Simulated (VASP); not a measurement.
Write the native input for VASP 6.6.1 that does the following.

```yaml
Task: single point
Functional: LDA
Potentials_or_basis: VASP PAW LDA potentials, release 64 (N)
Cutoff: 520 eV
k_mesh: 7 × 7 × 2
Occupations: gaussian, width 0.05 eV
Spin: no spin polarisation
Dipole_correction: no
Further_INCAR_settings: ALGO = Normal; EDIFF = 1e-07; NBANDS = 30; ISYM = 0
```

The structure of N lies in POSCAR:

```
N
1.0
   -3.5269202438      0.0000000000      0.0000000000
   -1.7634601219     -3.0544025283      0.0000000000
   -0.8817300610      1.5272012641     13.6505029787
N
8
Direct
   -0.1242036340      0.7908703006      0.9150739346
    0.1257963660      0.5408703006      0.4150739346
   -0.0841296994      0.7507963660      0.8349260654
    0.1658703006      0.5007963660      0.3349260654
    0.5841296994      0.7492036340      0.1650739346
    0.3341296994      0.9992036340      0.6650739346
    0.6242036340      0.7091296994      0.0849260654
    0.3742036340      0.9591296994      0.5849260654
```

These files were run (other wordings do the same):

INCAR

```
  PREC = Accurate
  ENCUT = 520
  EDIFF = 1E-7
  ISMEAR = 0
  SIGMA = 0.05
  LREAL = False
  LASPH = True
  NELM = 60
  ALGO = Normal
  ISIF = 2
  LWAVE = False
  LCHARG = False
  GGA = CA
  ISYM = 0
  NBANDS = 30
```

KPOINTS

```
Automatic mesh
0
Gamma
  7 7 2
```

Potentials or basis: VASP PAW LDA potentials, release 64 (N).

Launch:

```console
$ cat potpaw_LDA.64/N/POTCAR > POTCAR
$ mpirun -np 1 vasp_std > vasp.out
```

It gave:

```json
{
  "Pressure": "2.9 GPa",
  "Largest force": "1.629 eV/Å",
  "Band gap on the k mesh": "6.18 eV, indirect (least direct gap 6.23 eV)"
}
```

Caveat: the standard files for N, O and F lose accuracy on very short bonds; forces of over 1 eV/Å act on the atoms, so gaps and moduli don't describe the material at rest.

It took 120 s on 1 thread of Intel(R) Xeon(R) 6975P-C (Granite Rapids), with other jobs on the host, peak memory 0.29 GiB.
